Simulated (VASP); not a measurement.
# SnTe (Fm-3m) in VASP: further runs

Aim: see how the results for SnTe move with the level of theory and the settings. Levels: r2SCAN, PBE, BLYP+D3(BJ). Tasks: single point.

Everything below comes from runs of VASP 6.6.1. Logs are shortened: lines on timing, memory, paths and dates and some standing lists are left out, and cuts for length are marked.

### Step 1. The cell of the first run

Symmetry: Fm-3m, No. 225, cubic system. The conventional cell has a = 6.302 Å, b = 6.302 Å, c = 6.302 Å, α = 90.00°, β = 90.00°, γ = 90.00°. Within 4.1 Å of Te (site symmetry m-3m) lie 6 Sn at 3.15 Å. Within 4.1 Å of Sn (site symmetry m-3m) lie 6 Te at 3.15 Å.

### Step 2. Single point, r2SCAN, non-collinear spin, zero start, spin-orbit coupling

POSCAR reads:

```
SnTe
1.0
    0.0000000000      3.1508500000      3.1508500000
    3.1508500000      0.0000000000      3.1508500000
    3.1508500000      3.1508500000      0.0000000000
Te Sn
1 1
Direct
    0.5000000000      0.5000000000      0.5000000000
    0.0000000000      0.0000000000      0.0000000000
```

INCAR.step1 reads:

```
SYSTEM = SnTe
PREC     = Accurate       ! precision mode
ENCUT    = 520            ! plane-wave cutoff, eV
ISMEAR   = -1             ! smearing method
SIGMA    = 0.05           ! smearing width, eV
LREAL    = .FALSE.        ! projectors in reciprocal space
LASPH    = .TRUE.         ! aspherical terms in the spheres
NELM     = 150            ! most SCF steps
LNONCOLLINEAR= .TRUE.         ! non-collinear magnetism
MAGMOM   = 0 0 0 0 0 0    ! initial moments
LSORBIT  = .TRUE.         ! spin-orbit coupling
GGA_COMPAT= .FALSE.      
NBANDS   = 32             ! bands
GGA      = PE             ! functional
ALGO     = Normal         ! electronic algorithm
EDIFF    = 1E-4           ! SCF threshold, eV
LWAVE    = .TRUE.         ! write WAVECAR
LCHARG   = .FALSE.        ! write CHGCAR
```

INCAR.step2 reads:

```
SYSTEM = SnTe
PREC     = Accurate       ! precision mode
ENCUT    = 520            ! plane-wave cutoff, eV
EDIFF    = 1E-6           ! SCF threshold, eV
ISMEAR   = -1             ! smearing method
SIGMA    = 0.05           ! smearing width, eV
LREAL    = .FALSE.        ! projectors in reciprocal space
LASPH    = .TRUE.         ! aspherical terms in the spheres
NELM     = 150            ! most SCF steps
ALGO     = Normal         ! electronic algorithm
ISIF     = 2              ! what is computed and relaxed
LWAVE    = .FALSE.        ! write WAVECAR
LCHARG   = .FALSE.        ! write CHGCAR
LNONCOLLINEAR= .TRUE.         ! non-collinear magnetism
MAGMOM   = 0 0 0 0 0 0    ! initial moments
LORBIT   = 11             ! projections on sites
LSORBIT  = .TRUE.         ! spin-orbit coupling
GGA_COMPAT= .FALSE.      
LORBMOM  = .TRUE.       
METAGGA  = R2SCAN         ! meta-GGA
LMIXTAU  = .TRUE.       
NBANDS   = 32             ! bands
ISTART   = 1
```

KPOINTS reads:

```
Automatic mesh
0
G
  7 7 7
  0 0 0
```

Potentials or basis: VASP PAW PBE potentials, release 64 (Te, Sn_d).

Started as:

```console
> cat potpaw_PBE.64/Te/POTCAR potpaw_PBE.64/Sn_d/POTCAR > POTCAR
> cp INCAR.step1 INCAR
> mpirun -np 1 vasp_ncl > vasp.out
> cp INCAR.step2 INCAR
> mpirun -np 1 vasp_ncl > vasp.out
```

OUTCAR:

```text
SYSTEM = SnTe
   PREC = Accurate
   ENCUT = 520
   EDIFF = 1E-6
   ISMEAR = -1
   LREAL = .FALSE.
   LASPH = .TRUE.
   NELM = 150
   ISIF = 2
   LNONCOLLINEAR = .TRUE.
   LORBIT = 11
   LSORBIT = .TRUE.
   METAGGA = R2SCAN
   ISTART = 1

 ion  position               nearest neighbor table
   1  0.500  0.500  0.500-   2 3.15   2 3.15   2 3.15   2 3.15   2 3.15   2 3.15
   2  0.000  0.000  0.000-   1 3.15   1 3.15   1 3.15   1 3.15   1 3.15   1 3.15

  LATTYP: Found a face centered cubic cell.
 ALAT       =     6.3017000000

  Lattice vectors:

 A1 = (   0.0000000000,   3.1508500000,   3.1508500000)
 A2 = (   3.1508500000,   0.0000000000,   3.1508500000)
 A3 = (   3.1508500000,   3.1508500000,   0.0000000000)

Analysis of symmetry for initial positions (statically):
[... 25 lines left out ...]
The dynamic configuration has the point symmetry O_h .

Analysis of structural, dynamic, and magnetic symmetry:
=====================================================================
 Subroutine PRICEL returns:
[... 7 lines left out ...]
 out of a pool of 48 trial point group operations.

The overall configuration has the point symmetry O_h .

 Subroutine INISYM returns: Found 48 space group operations
[... 5 lines left out ...]
                                     Primitive cell

  volume of cell :      62.5624

  direct lattice vectors                    reciprocal lattice vectors
     0.000000000  3.150850000  3.150850000    -0.158687338  0.158687338  0.158687338
     3.150850000  0.000000000  3.150850000     0.158687338 -0.158687338  0.158687338
     3.150850000  3.150850000  0.000000000     0.158687338  0.158687338 -0.158687338

  length of vectors
     4.455974803  4.455974803  4.455974803     0.274854533  0.274854533  0.274854533

  position of ions in fractional coordinates (direct lattice)
     0.500000000  0.500000000  0.500000000
     0.000000000  0.000000000  0.000000000

  ion indices of the primitive-cell ions
   primitive index   ion index
                 1           1
                 2           2

----------------------------------------------------------------------------------------

 KPOINTS: Automatic mesh

Automatic generation of k-mesh.
 Grid dimensions read from file:
 generate k-points for:    7    7    7

 Generating k-lattice:

  Cartesian coordinates                     Fractional coordinates (reciprocal lattice)
    -0.022669620  0.022669620  0.022669620     0.142857143  0.000000000  0.000000000
     0.022669620 -0.022669620  0.022669620     0.000000000  0.142857143  0.000000000
     0.022669620  0.022669620 -0.022669620     0.000000000  0.000000000  0.142857143

  Length of vectors
     0.039264933  0.039264933  0.039264933

  Shift w.r.t. Gamma in fractional coordinates (k-lattice)
     0.000000000  0.000000000  0.000000000

 Subroutine IBZKPT returns following result:
 ===========================================

 Found     20 irreducible k-points:

 Following reciprocal coordinates:
            Coordinates               Weight
  0.000000  0.000000  0.000000      1.000000
  0.142857  0.000000  0.000000      8.000000
  0.285714  0.000000  0.000000      8.000000
  0.428571  0.000000  0.000000      8.000000
  0.142857  0.142857  0.000000      6.000000
  0.285714  0.142857  0.000000     24.000000
[... 12 lines left out ...]
 -0.428571  0.428571  0.142857     24.000000
 -0.285714  0.428571  0.142857     24.000000
   k-points           NKPTS =     20   k-points in BZ     NKDIM =     20   number of bands    NBANDS=     32
   number of dos      NEDOS =    301   number of ions     NIONS =      2
   total plane-waves  NPLWV =  46656
   dimension x,y,z NGX =    36 NGY =   36 NGZ =   36
   dimension x,y,z NGXF=    72 NGYF=   72 NGZF=   72
   ions per type =               1   1
   NGX,Y,Z   is equivalent  to a cutoff of  13.43, 13.43, 13.43 a.u.
   NGXF,Y,Z  is equivalent  to a cutoff of  26.86, 26.86, 26.86 a.u.
 SYSTEM =  SnTe
   PREC   = accura    normal or accurate (medium, high low for compatibility)
   ISTART =      1    job   : 0-new  1-cont  2-samecut
[... 41 lines left out ...]
 NGX is ok and might be reduce to    36
   NGX = 17   NGY = 17   NGZ = 17

 number of electron      19.9999998 magnetization       0.0000000      0.0000000     -0.0000000

 number of electron      19.9999998 magnetization       0.0000000     -0.0000000     -0.0000000

 Free energy of the ion-electron system (eV)
  ---------------------------------------------------
  ext. energy  EPLUGINS =         0.00000000
  ---------------------------------------------------
  free energy    TOTEN  =       -50.81674500 eV

  energy without entropy =      -50.81618220  energy(sigma->0) =      -50.81646360

 E-fermi :   6.9849     XC(G=0): -10.0700

 val. band max:        6.8020074373   @ k =   0.4286   0.0000   0.0000
 cond. band min:       7.1684529947   @ k =   0.4286   0.0000   0.0000
 fundamental gap:      0.3664455574
 Fermi energy:         6.9848680615

 k-point     1 :       0.0000    0.0000    0.0000
  band No.  band energies     occupation
      1     -16.3465      1.00000
      2     -16.3465      1.00000
      3     -16.3465      1.00000
      4     -16.3465      1.00000
      5     -15.3081      1.00000
      6     -15.3081      1.00000
[... 689 lines left out ...]
     31      17.2254      0.00000
     32      17.2254      0.00000

------------------------ aborting loop because EDIFF is reached ----------------------------------------

  FORCE on cell =-STRESS in cart. coord.  units (eV):
  Direction    XX          YY          ZZ          XY          YZ          ZX
  --------------------------------------------------------------------------------------
  -------------------------------------------------------------------------------------
  Total        0.5838920      0.5838920      0.5838920     -0.0000000     -0.0000000      0.0000000
  in kB       14.9530538     14.9530538     14.9530538     -0.0000000     -0.0000000      0.0000000
  external PRESSURE =      14.9530538 kB  Pullay stress =       0.0000000 kB

 VOLUME and BASIS-vectors are now :
 -----------------------------------------------------------------------------
  energy-cutoff  :      520.00
  volume of cell :       62.56
      direct lattice vectors                 reciprocal lattice vectors
     0.000000000  3.150850000  3.150850000    -0.158687338  0.158687338  0.158687338
     3.150850000  0.000000000  3.150850000     0.158687338 -0.158687338  0.158687338
     3.150850000  3.150850000  0.000000000     0.158687338  0.158687338 -0.158687338

 POSITION                                       TOTAL-FORCE (eV/Angst)
 -----------------------------------------------------------------------------------
      3.15085      3.15085      3.15085         0.000000     -0.000000      0.000000
      0.00000      0.00000      0.00000        -0.000000      0.000000     -0.000000
 -----------------------------------------------------------------------------------
    total drift:                               -0.000000      0.000000      0.000000

  FREE ENERGIE OF THE ION-ELECTRON SYSTEM (eV)
  ---------------------------------------------------
  free  energy   TOTEN  =       -50.8167449954 eV

  energy  without entropy=      -50.8161821967  energy(sigma->0) =      -50.81646360

 orbital moment (x)

 # of ion     p       d       tot
 ----------------------------------------
  1         0.000  -0.000  -0.000
  2         0.000   0.000   0.000
 ----------------------------------------
            0.000   0.000   0.000

 orbital moment (y)

 # of ion     p       d       tot
 ----------------------------------------
  1         0.000   0.000   0.000
  2         0.000  -0.000  -0.000
 ----------------------------------------
            0.000  -0.000  -0.000

 orbital moment (z)

 # of ion     p       d       tot
 ----------------------------------------
  1         0.000  -0.000  -0.000
  2         0.000  -0.000  -0.000
 ----------------------------------------
            0.000  -0.000  -0.000

 Spin-Orbit-Coupling matrix elements

 Ion:    1  E_soc:     -0.1875149
 l=   1
     0.0000000    -0.0312419    -0.0312419
    -0.0312419     0.0000000    -0.0312419
    -0.0312419    -0.0312419     0.0000000
 l=   2
     0.0000000    -0.0000123     0.0000000    -0.0000123     0.0000018
    -0.0000123     0.0000000     0.0000013    -0.0000123     0.0000004
     0.0000000     0.0000013     0.0000000     0.0000013     0.0000000
    -0.0000123    -0.0000123     0.0000013     0.0000000     0.0000004
     0.0000018     0.0000004     0.0000000     0.0000004     0.0000000
 l=   3
     0.0000000     0.0000000     0.0000000     0.0000000     0.0000000     0.0000000     0.0000000
     0.0000000     0.0000000     0.0000000     0.0000000     0.0000000     0.0000000     0.0000000
     0.0000000     0.0000000     0.0000000     0.0000000     0.0000000     0.0000000     0.0000000
     0.0000000     0.0000000     0.0000000     0.0000000     0.0000000     0.0000000     0.0000000
     0.0000000     0.0000000     0.0000000     0.0000000     0.0000000     0.0000000     0.0000000
     0.0000000     0.0000000     0.0000000     0.0000000     0.0000000     0.0000000     0.0000000
     0.0000000     0.0000000     0.0000000     0.0000000     0.0000000     0.0000000     0.0000000

 Ion:    2  E_soc:     -0.0908262
 l=   1
     0.0000000    -0.0091178    -0.0091178
    -0.0091178     0.0000000    -0.0091178
    -0.0091178    -0.0091178     0.0000000
 l=   2
     0.0000000    -0.0011924     0.0000000    -0.0011924    -0.0048275
    -0.0011924     0.0000000    -0.0036206    -0.0011924    -0.0012069
     0.0000000    -0.0036206     0.0000000    -0.0036206     0.0000000
    -0.0011924    -0.0011924    -0.0036206     0.0000000    -0.0012069
    -0.0048275    -0.0012069     0.0000000    -0.0012069     0.0000000
 l=   3
     0.0000000     0.0000000     0.0000000     0.0000000     0.0000000     0.0000000     0.0000000
     0.0000000     0.0000000     0.0000000     0.0000000     0.0000000     0.0000000     0.0000000
     0.0000000     0.0000000     0.0000000     0.0000000     0.0000000     0.0000000     0.0000000
     0.0000000     0.0000000     0.0000000     0.0000000     0.0000000     0.0000000     0.0000000
     0.0000000     0.0000000     0.0000000     0.0000000     0.0000000     0.0000000     0.0000000
     0.0000000     0.0000000     0.0000000     0.0000000     0.0000000     0.0000000     0.0000000
     0.0000000     0.0000000     0.0000000     0.0000000     0.0000000     0.0000000     0.0000000

 total charge

# of ion       s       p       d       tot
------------------------------------------
    1        1.386   2.005   0.032   3.423
    2        1.340   0.764   9.983  12.087
--------------------------------------------------
tot          2.726   2.769  10.015  15.510

 magnetization (x)

# of ion       s       p       d       tot
------------------------------------------
    1        0.000   0.000  -0.000   0.000
    2        0.000   0.000  -0.000   0.000
--------------------------------------------------
tot          0.000   0.000  -0.000   0.000

 magnetization (y)

# of ion       s       p       d       tot
------------------------------------------
    1        0.000   0.000   0.000   0.000
    2        0.000  -0.000  -0.000  -0.000
--------------------------------------------------
tot          0.000   0.000  -0.000  -0.000

 magnetization (z)

# of ion       s       p       d       tot
------------------------------------------
    1        0.000  -0.000  -0.000  -0.000
    2       -0.000   0.000   0.000  -0.000
--------------------------------------------------
tot         -0.000  -0.000   0.000  -0.000
```

It took 11 min on 1 thread of Intel Xeon Platinum 8375C at 2.90GHz (Ice Lake), shared host; peak memory 0.46 GiB.

Results:

| Property | Result |
| --- | --- |
| Free energy | -50.8167 eV |
| Pressure | 1.5 GPa |
| Net moment | 0.00 μB per cell |
| Valence electrons inside the program's atomic spheres | Te 3.42; Sn 12.09 |

Moments on the atoms (μB; x, y, z):
```
Te  0.00 0.00 0.00
Sn  0.00 0.00 0.00
```

Caveat: this odd mesh misses L, where the gap lies, so gap, dielectric constants and Born charges aren't listed; the PAW data sets were made with another functional, which shifts forces and pressure a little.

### Step 3. Single point, PBE

INCAR reads:

```
  PREC = Accurate
  ENCUT = 520
  EDIFF = 1E-7
  ISMEAR = 0
  SIGMA = 0.012
  LREAL = False
  LASPH = True
  NELM = 100
  ALGO = Normal
  ISIF = 2
  LWAVE = False
  LCHARG = True
  GGA = PE
  LELF = True
  LVHAR = True
  NBANDS = 17
```

KPOINTS reads:

```
Automatic mesh
0
Gamma
  7 7 7
```

POSCAR is that of step 2.

Potentials or basis: VASP PAW PBE potentials, release 64 (Te, Sn_d).

Started as:

```console
> cat potpaw_PBE.64/Te/POTCAR potpaw_PBE.64/Sn_d/POTCAR > POTCAR
> mpirun -np 1 vasp_std > vasp.out
```

Wall time 21 s (1 thread of Intel Xeon 6975P-C, shared host); peak memory 0.21 GiB.

It converged, with:

| Property | Result |
| --- | --- |
| Free energy | -7.5473 eV |
| Pressure | 2.2 GPa |

Levels at points of the mesh, in eV from the Fermi level:
| k point | band 7 | band 8 | band 9 | band 10 | band 11 | band 12 | band 13 | band 14 |
| --- | --- | --- | --- | --- | --- | --- | --- | --- |
| (0.00, 0.00, 0.00) | -4.54 | -2.01 | -2.01 | -2.01 | 3.49 | 3.49 | 3.49 | 4.89 |

Caveat: this odd mesh misses L, where the gap lies, so gap, dielectric constants and Born charges aren't listed; spin-orbit coupling is left out, which moves the levels of the heavy elements.

(Part 1 of 2 ends here.)
